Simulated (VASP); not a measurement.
Here is a VASP 6.6.1 calculation.

POSCAR

```
SiC
1.0
    0.0000000000      2.1037000000      2.1037000000
    2.1037000000      0.0000000000      2.1037000000
    2.1037000000      2.1037000000      0.0000000000
Si C
1 1
Direct
    0.0000000000      0.0000000000      0.0000000000
    0.2500000000      0.2500000000      0.2500000000
```

Contents of INCAR.step1:

```
  PREC = Accurate
  ENCUT = 660
  ISMEAR = 0
  SIGMA = 0.01
  LREAL = False
  LASPH = True
  NELM = 120
  NBANDS = 11
  GGA = PE
  ALGO = Normal
  EDIFF = 1E-5
  LWAVE = True
  LCHARG = False
  GGA_COMPAT = False
```

The input INCAR.step2:

```
  PREC = Accurate
  ENCUT = 660
  EDIFF = 1E-6
  ISMEAR = 0
  SIGMA = 0.01
  LREAL = False
  LASPH = True
  NELM = 120
  ALGO = Normal
  ISIF = 2
  LWAVE = False
  LCHARG = False
  METAGGA = R2SCAN
  LMIXTAU = True
  NBANDS = 11
  ISTART = 1
  GGA_COMPAT = False
```

Contents of KPOINTS:

```
Automatic mesh
0
Gamma
  4 4 4
```

Potentials or basis: VASP PAW PBE potentials, release 64 (Si, C).

Command:

```console
$ cat potpaw_PBE.64/Si/POTCAR potpaw_PBE.64/C/POTCAR > POTCAR
$ cp INCAR.step1 INCAR
$ mpirun -np 1 vasp_std > vasp.out
$ cp INCAR.step2 INCAR
$ mpirun -np 1 vasp_std > vasp.out
```

(1) Estimate the band gap on the k mesh.

(2) Predict the pressure.

Answers

(1) 1.61 eV, indirect (least direct gap 5.16 eV).

(2) 28.9 GPa.

Caveat: the k points lie up to 0.65 Å⁻¹ apart; the PAW data sets were made with another functional, which shifts forces and pressure a little.
